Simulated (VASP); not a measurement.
# TiO2 (I4_1/amd) in VASP: further runs

TiO2 is run at these levels: LDA; tasks: single point.

Program: VASP 6.6.1. These are calculated values, not measurements. Logs are shortened: lines on timing, memory, paths and dates and some standing lists are left out, and cuts for length are marked.

### 1 The cell of the first run

Symmetry: I4_1/amd, No. 141, tetragonal system. Conventional cell: a = 3.759 Å, b = 3.759 Å, c = 9.451 Å, α = 90.00°, β = 90.00°, γ = 90.00°. Ti (site symmetry -4m2) has 6 O at 1.92 to 1.97 Å within 2.5 Å. Within 2.5 Å of O (site symmetry 2mm) lie 3 Ti at 1.92 to 1.97 Å and 2 O at 2.45 Å.

### 2 Single point, LDA

Input file INCAR:

```
SYSTEM = TiO2
ALGO     = Normal         ! electronic algorithm
EDIFF    = 1E-7           ! SCF threshold, eV
ENCUT    = 520            ! plane-wave cutoff, eV
ISIF     = 2              ! what is computed and relaxed
ISMEAR   = 0              ! smearing method
LASPH    = .True.         ! aspherical terms in the spheres
LCHARG   = .False.        ! write CHGCAR
LREAL    = .False.        ! projectors in reciprocal space
LWAVE    = .False.        ! write WAVECAR
NBANDS   = 33             ! bands
NELM     = 60             ! most SCF steps
PREC     = Accurate       ! precision mode
SIGMA    = 0.01           ! smearing width, eV
```

Input file KPOINTS:

```
k-points
0
Gamma
  6 6 6
  0 0 0
```

Input file POSCAR:

```
TiO2
1.0
   -1.8794009597      1.8794009597      4.7253708500
    1.8794009597     -1.8794009597      4.7253708500
    1.8794009597      1.8794009597     -4.7253708500
Ti O
2 4
Direct
    0.0000000000      0.0000000000      0.0000000000
    0.7500000000      0.2500000000      0.5000000000
    0.2081000000      0.2081000000      0.0000000000
    0.9581000000      0.4581000000      0.5000000000
    0.5419000000      0.0419000000      0.5000000000
    0.7919000000      0.7919000000      0.0000000000
```

Potentials or basis: VASP PAW LDA potentials, release 64 (Ti_sv, O).

Run with:

```sh
cat potpaw_LDA.64/Ti_sv/POTCAR potpaw_LDA.64/O/POTCAR > POTCAR
mpirun -np 1 vasp_std > vasp.out
```

OUTCAR:

```text
SYSTEM = TiO2
   EDIFF = 1E-7
   ENCUT = 520
   ISIF = 2
   ISMEAR = 0
   LASPH = .True.
   LREAL = .False.
   NELM = 60
   PREC = Accurate

 ion  position               nearest neighbor table
   1  0.000  0.000  0.000-   4 1.92   5 1.92   5 1.92   4 1.92   3 1.97   6 1.97
   2  0.750  0.250  0.500-   3 1.92   6 1.92   6 1.92   3 1.92   4 1.97   5 1.97
   3  0.208  0.208  0.000-   2 1.92   2 1.92   1 1.97
   4  0.958  0.458  0.500-   1 1.92   1 1.92   2 1.97
   5  0.542  0.042  0.500-   1 1.92   1 1.92   2 1.97
   6  0.792  0.792  0.000-   2 1.92   2 1.92   1 1.97

  LATTYP: Found a body centered tetragonal cell.
 ALAT       =     3.7588019194
 C/A-ratio  =     2.5142962845

  Lattice vectors:

 A1 = (  -1.8794009597,   1.8794009597,   4.7253708500)
 A2 = (   1.8794009597,  -1.8794009597,   4.7253708500)
 A3 = (   1.8794009597,   1.8794009597,  -4.7253708500)

Analysis of symmetry for initial positions (statically):
=====================================================================
 Subroutine PRICEL returns:
 Original cell was already a primitive cell.

 Routine SETGRP: Setting up the symmetry group for a
 body centered tetragonal supercell.

 Subroutine GETGRP returns: Found 16 space group operations
 (whereof  8 operations were pure point group operations)
 out of a pool of 16 trial point group operations.

The static configuration has the point symmetry D_2d.
 The point group associated with its full space group is D_4h.

Analysis of symmetry for dynamics (positions and initial velocities):
=====================================================================
 Subroutine PRICEL returns:
 Original cell was already a primitive cell.

 Routine SETGRP: Setting up the symmetry group for a
 body centered tetragonal supercell.

 Subroutine GETGRP returns: Found 16 space group operations
 (whereof  8 operations were pure point group operations)
 out of a pool of 16 trial point group operations.

The dynamic configuration has the point symmetry D_2d.
 The point group associated with its full space group is D_4h.

 Subroutine INISYM returns: Found 16 space group operations
 (whereof  8 operations are pure point group operations),
 and found     1 'primitive' translations

----------------------------------------------------------------------------------------

                                     Primitive cell

  volume of cell :      66.7628

  direct lattice vectors                    reciprocal lattice vectors
    -1.879400960  1.879400960  4.725370850     0.000000000  0.266042218  0.105811801
     1.879400960 -1.879400960  4.725370850     0.266042218  0.000000000  0.105811801
     1.879400960  1.879400960 -4.725370850     0.266042218  0.266042218  0.000000000

  length of vectors
     5.421570400  5.421570400  5.421570400     0.286312066  0.286312066  0.376240513

  position of ions in fractional coordinates (direct lattice)
     0.000000000  0.000000000  0.000000000
     0.750000000  0.250000000  0.500000000
     0.208100000  0.208100000  0.000000000
     0.958100000  0.458100000  0.500000000
     0.541900000  0.041900000  0.500000000
     0.791900000  0.791900000  0.000000000

  ion indices of the primitive-cell ions
   primitive index   ion index
                 1           1
                 2           2
                 3           3
                 4           4
                 5           5
                 6           6

----------------------------------------------------------------------------------------

 KPOINTS: k-points

Automatic generation of k-mesh.
 Grid dimensions read from file:
 generate k-points for:    6    6    6

 Generating k-lattice:

  Cartesian coordinates                     Fractional coordinates (reciprocal lattice)
     0.000000000  0.044340370  0.017635300     0.166666667 -0.000000000  0.000000000
     0.044340370  0.000000000  0.017635300    -0.000000000  0.166666667  0.000000000
     0.044340370  0.044340370  0.000000000     0.000000000  0.000000000  0.166666667

  Length of vectors
     0.047718678  0.047718678  0.062706752

  Shift w.r.t. Gamma in fractional coordinates (k-lattice)
     0.000000000  0.000000000  0.000000000

 Subroutine IBZKPT returns following result:
 ===========================================

 Found     30 irreducible k-points:

 Following reciprocal coordinates:
            Coordinates               Weight
  0.000000  0.000000  0.000000      1.000000
  0.166667  0.000000  0.000000      8.000000
  0.333333 -0.000000  0.000000      8.000000
  0.500000 -0.000000  0.000000      4.000000
  0.166667  0.166667  0.000000      8.000000
  0.333333  0.166667  0.000000     16.000000
[... 16 lines left out ...]
 -0.333333 -0.333333  0.166667      8.000000
 -0.166667 -0.333333  0.166667      8.000000
 [... further k-points ...]
   k-points           NKPTS =     30   k-points in BZ     NKDIM =     30   number of bands    NBANDS=     33
   number of dos      NEDOS =    301   number of ions     NIONS =      6
   total plane-waves  NPLWV =  64000
   dimension x,y,z NGX =    40 NGY =   40 NGZ =   40
   dimension x,y,z NGXF=    80 NGYF=   80 NGZF=   80
   ions per type =               2   4
   NGX,Y,Z   is equivalent  to a cutoff of  12.27, 12.27, 12.27 a.u.
   NGXF,Y,Z  is equivalent  to a cutoff of  24.53, 24.53, 24.53 a.u.
 SYSTEM =  TiO2
   PREC   = accura    normal or accurate (medium, high low for compatibility)
   ISTART =      0    job   : 0-new  1-cont  2-samecut
   ICHARG =      2    charge: 1-file 2-atom 10-const
   ISPIN  =      1    spin polarized calculation?
   LNONCOLLINEAR =      F non collinear calculations
   LSORBIT =      F    spin-orbit coupling
   LASPH  =      T    aspherical Exc in radial PAW
   ENCUT  =  520.0 eV  38.22 Ry    6.18 a.u.  10.08 10.08 10.08*2*pi/ulx,y,z
   NELM   =     60;   NELMIN=  2; NELMDL= -5     # of ELM steps
   EDIFF  = 0.1E-06   stopping-criterion for ELM
   LREAL  =      F    real-space projection
   EDIFFG = 0.1E-05   stopping-criterion for IOM
   NSW    =      0    number of steps for IOM
   IBRION =     -1    ionic relax: 0-MD 1-quasi-New 2-CG
   NFREE  =      0    steps in history (QN), initial steepest desc. (CG)
   ISIF   =      2    stress and relaxation
   ISYM   =      2    0-nonsym 1-usesym 2-fastsym
   POTIM  = 0.5000    time-step for ionic-motion
   TEBEG  =    0.0;   TEEND  =   0.0 temperature during run
   PSTRESS=    0.0 pullay stress
   NELECT =      48.0000    total number of electrons
   NUPDOWN=      -1.0000    fix difference up-down
   EMIN   =  10.00;   EMAX   =-10.00  energy-range for DOS
   EFERMI =   0.00;   METHOD = LEGACY
   ISMEAR =     0;   SIGMA  =   0.01  broadening in eV -4-tet -1-fermi 0-gaus
   EFERMI_NEDOS =   21; number of points for ismear=-14 and -15
   IALGO  =     38    algorithm
   IMIX   =      4    mixing-type and parameters
     AMIX     =   0.40;   BMIX     =  1.00
     AMIX_MAG =   1.60;   BMIX_MAG =  1.00
  volume/ion in A,a.u.               =      11.13        75.09
  Fermi-wavevector in a.u.,A,eV,Ry     =   1.466595  2.771463 29.264799  2.150902
  Thomas-Fermi vector in A             =   2.582314
   LORBIT       =      0    0 simple, 1 ext, 2 COOP (PROOUT), +10 PAW based schemes
   GGA     = CA    functional components
   LHFCALC =     F    Hartree Fock is set to
   AEXX    =    0.0000 exact exchange contribution
   IVDW    =     0    specifies the selected vdW correction
   LEPSILON=     F    determine dielectric tensor
   LRPA    =     F    only Hartree local field effects (RPA)
 non-spin polarized calculation
 Gauss-broadening in eV      SIGMA  =   0.01
  energy-cutoff  :      520.00
  volume of cell :       66.76
 maximum number of plane-waves:      1818
   NGX = 21   NGY = 21   NGZ = 21

 number of electron      47.9999993 magnetization

 Free energy of the ion-electron system (eV)
  ---------------------------------------------------
  ext. energy  EPLUGINS =         0.00000000
  ---------------------------------------------------
  free energy    TOTEN  =       -58.83554329 eV

  energy without entropy =      -58.83554329  energy(sigma->0) =      -58.83554329

 E-fermi :   3.3022     XC(G=0): -11.4461

 val. band max:        3.2388392940   @ k =   0.5000   0.5000  -0.0000
 cond. band min:       5.3153516153   @ k =   0.0000   0.0000   0.0000
 fundamental gap:      2.0765123213
 Fermi energy:         3.3022304737

 k-point     1 :       0.0000    0.0000    0.0000
  band No.  band energies     occupation
      1     -52.3052      2.00000
      2     -52.2334      2.00000
      3     -29.2205      2.00000
      4     -28.9471      2.00000
      5     -28.9471      2.00000
      6     -28.8654      2.00000
[... 25 lines left out ...]
     32       8.7941      0.00000
     33       8.8208      0.00000

 k-point     2 :       0.1667    0.0000    0.0000
  band No.  band energies     occupation
      1     -52.3010      2.00000
      2     -52.2363      2.00000
      3     -29.2120      2.00000
      4     -28.9850      2.00000
      5     -28.9499      2.00000
      6     -28.8804      2.00000
[... 25 lines left out ...]
     32       9.0686      0.00000
     33       9.4027      0.00000

 k-point     3 :       0.3333   -0.0000    0.0000
  band No.  band energies     occupation
      1     -52.2910      2.00000
      2     -52.2436      2.00000
      3     -29.1956      2.00000
      4     -29.0576      2.00000
      5     -28.9547      2.00000
      6     -28.9017      2.00000
[... 25 lines left out ...]
     32       9.4382      0.00000
     33       9.8901      0.00000

 k-point     4 :       0.5000   -0.0000    0.0000
  band No.  band energies     occupation
      1     -52.2845      2.00000
      2     -52.2487      2.00000
      3     -29.1860      2.00000
      4     -29.0958      2.00000
      5     -28.9568      2.00000
      6     -28.9058      2.00000
[... 673 lines left out ...]
     32       9.4835      0.00000
     33       9.6897      0.00000

 k-point    23 :      -0.3333   -0.3333    0.1667
  band No.  band energies     occupation
      1     -52.2835      2.00000
      2     -52.2525      2.00000
      3     -29.1315      2.00000
      4     -29.0331      2.00000
      5     -28.9780      2.00000
      6     -28.9009      2.00000
[... 25 lines left out ...]
     32       9.4806      0.00000
     33       9.8926      0.00000

 k-point    24 :      -0.1667   -0.3333    0.1667
  band No.  band energies     occupation
      1     -52.2924      2.00000
      2     -52.2449      2.00000
      3     -29.1617      2.00000
      4     -29.0018      2.00000
      5     -28.9610      2.00000
      6     -28.8723      2.00000
[... 25 lines left out ...]
     32       9.1972      0.00000
     33       9.2988      0.00000

 [... further k-points ...]

------------------------ aborting loop because EDIFF is reached ----------------------------------------

  FORCE on cell =-STRESS in cart. coord.  units (eV):
  Direction    XX          YY          ZZ          XY          YZ          ZX
  --------------------------------------------------------------------------------------
  -------------------------------------------------------------------------------------
  Total       -0.6160685     -0.6160685     -0.1067665      0.0000000      0.0000000      0.0000000
  in kB      -14.7844380    -14.7844380     -2.5621876      0.0000000      0.0000000      0.0000000
  external PRESSURE =     -10.7103545 kB  Pullay stress =       0.0000000 kB

 VOLUME and BASIS-vectors are now :
 -----------------------------------------------------------------------------
  energy-cutoff  :      520.00
  volume of cell :       66.76
      direct lattice vectors                 reciprocal lattice vectors
    -1.879400960  1.879400960  4.725370850     0.000000000  0.266042218  0.105811801
     1.879400960 -1.879400960  4.725370850     0.266042218  0.000000000  0.105811801
     1.879400960  1.879400960 -4.725370850     0.266042218  0.266042218  0.000000000

 POSITION                                       TOTAL-FORCE (eV/Angst)
 -----------------------------------------------------------------------------------
      0.00000      0.00000      0.00000        -0.000000     -0.000000     -0.000000
     -0.00000      1.87940      2.36269        -0.000000     -0.000000     -0.000000
      0.00000      0.00000      1.96670         0.000000     -0.000000      0.033300
      0.00000      1.87940      4.32938        -0.000000      0.000000      0.033300
     -0.00000      1.87940      0.39599        -0.000000      0.000000     -0.033300
      0.00000      0.00000      7.48404         0.000000     -0.000000     -0.033300
 -----------------------------------------------------------------------------------
    total drift:                                0.000000      0.000000     -0.000000

  FREE ENERGIE OF THE ION-ELECTRON SYSTEM (eV)
  ---------------------------------------------------
  free  energy   TOTEN  =       -58.8355432930 eV

  energy  without entropy=      -58.8355432930  energy(sigma->0) =      -58.83554329
```

Run time: 3.7 min. Hardware: 1 thread of AMD EPYC 7R13, shared host; peak memory 0.19 GiB.

What came out:

* Free energy: -58.8355 eV
* Pressure: -1.1 GPa
* Largest force: 0.033 eV/Å
* Band gap on the k mesh: 2.08 eV (least direct gap 2.40 eV)

Forces on the atoms (eV/Å):
```
Ti   0.000  0.000  0.000
Ti   0.000  0.000  0.000
O    0.000  0.000  0.033
O    0.000  0.000  0.033
O    0.000  0.000 -0.033
O    0.000  0.000 -0.033
```

[end of part 1 of 2]
